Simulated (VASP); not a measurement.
# Fe (Fd-3m) in VASP: a series of runs, part 2 of 2

VASP 6.6.1. Earlier steps stand in the parts before.

## Step 5: Single point, revPBE (volume scaled by 0.92)

INCAR

```
SYSTEM = Fe
PREC = Accurate ; ENCUT = 520
EDIFF = 1E-6 ; ISMEAR = -1
SIGMA = 0.1 ; LREAL = .FALSE.
LASPH = .TRUE. ; NELM = 60
ALGO = Normal ; ISIF = 2
LWAVE = .FALSE. ; LCHARG = .FALSE.
GGA = RE ; NBANDS = 15
```

KPOINTS

```
regular mesh
0
G
  13 13 13
  0 0 0
```

POSCAR

```
Fe
1.0
    0.0000000000      2.3854658553      2.3854658553
    2.3854658553      0.0000000000      2.3854658553
    2.3854658553      2.3854658553      0.0000000000
Fe
2
Direct
    0.1250000000      0.1250000000      0.1250000000
    0.8750000000      0.8750000000      0.8750000000
```

Potentials or basis: VASP PAW PBE potentials, release 64 (Fe).

On the command line:

```
cat potpaw_PBE.64/Fe/POTCAR > POTCAR
mpirun -np 1 vasp_std > vasp.out
```

OUTCAR:

```text
SYSTEM = Fe
   PREC = Accurate
   ENCUT = 520
   EDIFF = 1E-6
   ISMEAR = -1
   LREAL = .FALSE.
   LASPH = .TRUE.
   NELM = 60
   ISIF = 2
   GGA = RE

 ion  position               nearest neighbor table
   1  0.125  0.125  0.125-   2 2.07   2 2.07   2 2.07   2 2.07
   2  0.875  0.875  0.875-   1 2.07   1 2.07   1 2.07   1 2.07

  LATTYP: Found a face centered cubic cell.
 ALAT       =     4.7709317106

  Lattice vectors:

 A1 = (   0.0000000000,   2.3854658553,   2.3854658553)
 A2 = (   2.3854658553,   0.0000000000,   2.3854658553)
 A3 = (   2.3854658553,   2.3854658553,   0.0000000000)

Analysis of symmetry for initial positions (statically):
=====================================================================
 Subroutine PRICEL returns:
 Original cell was already a primitive cell.

 Routine SETGRP: Setting up the symmetry group for a
 face centered cubic supercell.

 Subroutine GETGRP returns: Found 48 space group operations
 (whereof 12 operations were pure point group operations)
 out of a pool of 48 trial point group operations.

The static configuration has the point symmetry D_3d.
 The point group associated with its full space group is O_h .

Analysis of symmetry for dynamics (positions and initial velocities):
=====================================================================
 Subroutine PRICEL returns:
 Original cell was already a primitive cell.

 Routine SETGRP: Setting up the symmetry group for a
 face centered cubic supercell.

 Subroutine GETGRP returns: Found 48 space group operations
 (whereof 12 operations were pure point group operations)
 out of a pool of 48 trial point group operations.

The dynamic configuration has the point symmetry D_3d.
 The point group associated with its full space group is O_h .

 Subroutine INISYM returns: Found 48 space group operations
 (whereof 12 operations are pure point group operations),
 and found     1 'primitive' translations

----------------------------------------------------------------------------------------

                                     Primitive cell

  volume of cell :      27.1487

  direct lattice vectors                    reciprocal lattice vectors
     0.000000000  2.385465855  2.385465855    -0.209602665  0.209602665  0.209602665
     2.385465855  0.000000000  2.385465855     0.209602665 -0.209602665  0.209602665
     2.385465855  2.385465855  0.000000000     0.209602665  0.209602665 -0.209602665

  length of vectors
     3.373558165  3.373558165  3.373558165     0.363042465  0.363042465  0.363042465

  position of ions in fractional coordinates (direct lattice)
     0.125000000  0.125000000  0.125000000
     0.875000000  0.875000000  0.875000000

  ion indices of the primitive-cell ions
   primitive index   ion index
                 1           1
                 2           2

----------------------------------------------------------------------------------------

 KPOINTS: regular mesh

Automatic generation of k-mesh.
 Grid dimensions read from file:
 generate k-points for:   13   13   13

 Generating k-lattice:

  Cartesian coordinates                     Fractional coordinates (reciprocal lattice)
    -0.016123282  0.016123282  0.016123282     0.076923077  0.000000000  0.000000000
     0.016123282 -0.016123282  0.016123282     0.000000000  0.076923077  0.000000000
     0.016123282  0.016123282 -0.016123282     0.000000000  0.000000000  0.076923077

  Length of vectors
     0.027926343  0.027926343  0.027926343

  Shift w.r.t. Gamma in fractional coordinates (k-lattice)
     0.000000000  0.000000000  0.000000000

 Subroutine IBZKPT returns following result:
 ===========================================

 Found     84 irreducible k-points:

 Following reciprocal coordinates:
            Coordinates               Weight
  0.000000  0.000000  0.000000      1.000000
  0.076923  0.000000  0.000000      8.000000
  0.153846  0.000000  0.000000      8.000000
  0.230769  0.000000  0.000000      8.000000
  0.307692  0.000000  0.000000      8.000000
  0.384615  0.000000  0.000000      8.000000
[... 16 lines left out ...]
  0.384615  0.153846  0.000000     24.000000
  0.461538  0.153846  0.000000     24.000000
 [... further k-points ...]
   k-points           NKPTS =     84   k-points in BZ     NKDIM =     84   number of bands    NBANDS=     15
   number of dos      NEDOS =    301   number of ions     NIONS =      2
   total plane-waves  NPLWV =  21952
   dimension x,y,z NGX =    28 NGY =   28 NGZ =   28
   dimension x,y,z NGXF=    56 NGYF=   56 NGZF=   56
   ions per type =               2
   NGX,Y,Z   is equivalent  to a cutoff of  13.80, 13.80, 13.80 a.u.
   NGXF,Y,Z  is equivalent  to a cutoff of  27.60, 27.60, 27.60 a.u.
 SYSTEM =  Fe
   PREC   = accura    normal or accurate (medium, high low for compatibility)
   ISTART =      0    job   : 0-new  1-cont  2-samecut
   ICHARG =      2    charge: 1-file 2-atom 10-const
   ISPIN  =      1    spin polarized calculation?
   LNONCOLLINEAR =      F non collinear calculations
   LSORBIT =      F    spin-orbit coupling
   LASPH  =      T    aspherical Exc in radial PAW
   ENCUT  =  520.0 eV  38.22 Ry    6.18 a.u.   6.27  6.27  6.27*2*pi/ulx,y,z
   NELM   =     60;   NELMIN=  2; NELMDL= -5     # of ELM steps
   EDIFF  = 0.1E-05   stopping-criterion for ELM
   LREAL  =      F    real-space projection
   EDIFFG = 0.1E-04   stopping-criterion for IOM
   NSW    =      0    number of steps for IOM
   IBRION =     -1    ionic relax: 0-MD 1-quasi-New 2-CG
   NFREE  =      0    steps in history (QN), initial steepest desc. (CG)
   ISIF   =      2    stress and relaxation
   ISYM   =      2    0-nonsym 1-usesym 2-fastsym
   POTIM  = 0.5000    time-step for ionic-motion
   TEBEG  =    0.0;   TEEND  =   0.0 temperature during run
   PSTRESS=    0.0 pullay stress
   NELECT =      16.0000    total number of electrons
   NUPDOWN=      -1.0000    fix difference up-down
   EMIN   =  10.00;   EMAX   =-10.00  energy-range for DOS
   EFERMI =   0.00;   METHOD = LEGACY
   ISMEAR =    -1;   SIGMA  =   0.10  broadening in eV -4-tet -1-fermi 0-gaus
   EFERMI_NEDOS =   21; number of points for ismear=-14 and -15
   IALGO  =     38    algorithm
   IMIX   =      4    mixing-type and parameters
     AMIX     =   0.40;   BMIX     =  1.00
     AMIX_MAG =   1.60;   BMIX_MAG =  1.00
  volume/ion in A,a.u.               =      13.57        91.60
  Fermi-wavevector in a.u.,A,eV,Ry     =   1.372561  2.593764 25.632334  1.883923
  Thomas-Fermi vector in A             =   2.498157
   LORBIT       =      0    0 simple, 1 ext, 2 COOP (PROOUT), +10 PAW based schemes
   GGA     = RE    functional components
   LHFCALC =     F    Hartree Fock is set to
   AEXX    =    0.0000 exact exchange contribution
   IVDW    =     0    specifies the selected vdW correction
   LEPSILON=     F    determine dielectric tensor
   LRPA    =     F    only Hartree local field effects (RPA)
 non-spin polarized calculation
  energy-cutoff  :      520.00
  volume of cell :       27.15
 maximum number of plane-waves:       748
 NGX is ok and might be reduce to    28
   NGX = 13   NGY = 13   NGZ = 13

 number of electron      15.9999996 magnetization

 Free energy of the ion-electron system (eV)
  ---------------------------------------------------
  ext. energy  EPLUGINS =         0.00000000
  ---------------------------------------------------
  free energy    TOTEN  =       -13.13105022 eV

  energy without entropy =      -13.05334969  energy(sigma->0) =      -13.09219995

 E-fermi :   4.2553     XC(G=0): -11.7796

 val. band max:        4.2468896536   @ k =   0.3846   0.0000   0.0000
 cond. band min:       4.2649438915   @ k =   0.2308   0.2308   0.0000
 fundamental gap:      0.0180542379
 Fermi energy:         4.2552901970

 k-point     1 :       0.0000    0.0000    0.0000
  band No.  band energies     occupation
      1      -2.7110      2.00000
      2       1.2595      2.00000
      3       1.2595      2.00000
      4       1.6303      2.00000
      5       1.6303      2.00000
      6       1.6303      2.00000
      7       3.8294      1.97212
      8       3.8294      1.97212
      9       3.8294      1.97212
     10       5.6013      0.00000
     11       5.6013      0.00000
     12      19.1644      0.00000
     13      19.1644      0.00000
     14      19.1644      0.00000
[... 401 lines left out ...]
      2       0.7122      2.00000
      3       1.5436      2.00000
      4       1.6855      2.00000
      5       1.8184      2.00000
      6       2.3126      2.00000
      7       2.9492      2.00000
      8       4.3505      0.55673
      9       4.3941      0.39954
     10       5.2394      0.00011
     11       5.6394      0.00000
     12       7.7985      0.00000
     13      13.5270      0.00000
     14      13.6296      0.00000
     15      16.5847      0.00000

 [... further k-points ...]
[... 5 lines left out ...]
  --------------------------------------------------------------------------------------
  -------------------------------------------------------------------------------------
  Total        2.1003549      2.1003549      2.1003549     -0.0000000      0.0000000      0.0000000
  in kB      123.9520334    123.9520334    123.9520334     -0.0000000      0.0000000      0.0000000
  external PRESSURE =     123.9520334 kB  Pullay stress =       0.0000000 kB

 VOLUME and BASIS-vectors are now :
 -----------------------------------------------------------------------------
  energy-cutoff  :      520.00
  volume of cell :       27.15
      direct lattice vectors                 reciprocal lattice vectors
     0.000000000  2.385465855  2.385465855    -0.209602665  0.209602665  0.209602665
     2.385465855  0.000000000  2.385465855     0.209602665 -0.209602665  0.209602665
     2.385465855  2.385465855  0.000000000     0.209602665  0.209602665 -0.209602665

 POSITION                                       TOTAL-FORCE (eV/Angst)
 -----------------------------------------------------------------------------------
      0.59637      0.59637      0.59637        -0.000000     -0.000000     -0.000000
      4.17457      4.17457      4.17457         0.000000      0.000000      0.000000
 -----------------------------------------------------------------------------------
    total drift:                                0.000000     -0.000000     -0.000000

  FREE ENERGIE OF THE ION-ELECTRON SYSTEM (eV)
  ---------------------------------------------------
  free  energy   TOTEN  =       -13.1310502161 eV

  energy  without entropy=      -13.0533496869  energy(sigma->0) =      -13.09219995
```

Wall time 17 s (1 thread of Intel Xeon Platinum 8559C (Emerald Rapids), shared host); peak memory 0.17 GiB.

Results:

```yaml
Free_energy: -13.1311 eV
Pressure: 12.4 GPa
Band_gap_on_the_k_mesh: zero (band 8 reaches 4.66 eV, above the bottom of band 9 at 3.81 eV)
```

Levels at points of the mesh, in eV from the Fermi level:
| k point | band 5 | band 6 | band 7 | band 8 | band 9 | band 10 | band 11 | band 12 |
| --- | --- | --- | --- | --- | --- | --- | --- | --- |
| (0.00, 0.00, 0.00) | -2.62 | -2.62 | -0.43 | -0.43 | -0.43 | 1.35 | 1.35 | 14.91 |

Caveat: the PAW data sets were made with another functional, which shifts forces and pressure a little; the run has no spin polarisation, though such a crystal can be magnetic.

## Step 6: Single point, revPBE (volume scaled by 0.96)

INCAR

```
SYSTEM = Fe
  ALGO = Normal
  EDIFF = 1E-6
  ENCUT = 520
  GGA = RE
  ISIF = 2
  ISMEAR = -1
  LASPH = .True.
  LCHARG = .False.
  LREAL = .False.
  LWAVE = .False.
  NBANDS = 15
  NELM = 60
  PREC = Accurate
  SIGMA = 0.1
```

KPOINTS

```
k-points
0
Gamma
  13 13 13
  0 0 0
```

POSCAR

```
Fe
1.0
    0.0000000000      2.4195485438      2.4195485438
    2.4195485438      0.0000000000      2.4195485438
    2.4195485438      2.4195485438      0.0000000000
Fe
2
Direct
    0.1250000000      0.1250000000      0.1250000000
    0.8750000000      0.8750000000      0.8750000000
```

Potentials or basis: VASP PAW PBE potentials, release 64 (Fe).

On the command line:

```
cat potpaw_PBE.64/Fe/POTCAR > POTCAR
mpirun -np 1 vasp_std > vasp.out
```

It took 18 s on 1 thread of Intel Xeon Platinum 8559C (Emerald Rapids), shared host; peak memory 0.17 GiB.

It converged, with:

| Property | Result |
| --- | --- |
| Free energy | -13.1933 eV |
| Pressure | 4.8 GPa |
| Band gap on the k mesh | zero (band 8 reaches 4.26 eV, above the bottom of band 9 at 3.46 eV) |

Levels at points of the mesh, in eV from the Fermi level:
```csv
k point,band 6,band 7,band 8,band 9,band 10,band 11
"(0.00, 0.00, 0.00)",-2.50,-0.40,-0.40,-0.40,1.26,1.26
```

Caveat: the PAW data sets were made with another functional, which shifts forces and pressure a little; the run has no spin polarisation, though such a crystal can be magnetic.

## Step 7: Summary

| cell | gap on the mesh (eV) | pressure (GPa) |
| --- | --- | --- |
| a = 3.324 Å, angles 60.0°, 2 atoms | none | 21.8 |
| a = 3.374 Å, angles 60.0°, 2 atoms | none | 12.4 |
| a = 3.422 Å, angles 60.0°, 2 atoms | none | 4.8 |

Alike in all rows: task single point; level revPBE; potentials or basis VASP PAW PBE potentials, release 64 (Fe); no spin polarisation; k mesh 13 × 13 × 13; cutoff (eV) 520; smearing fermi-dirac 0.1 eV.

Caveats: the PAW data sets were made with another functional, which shifts forces and pressure a little; the run has no spin polarisation, though such a crystal can be magnetic.

Absolute energies hang on the potentials; compare differences alone.
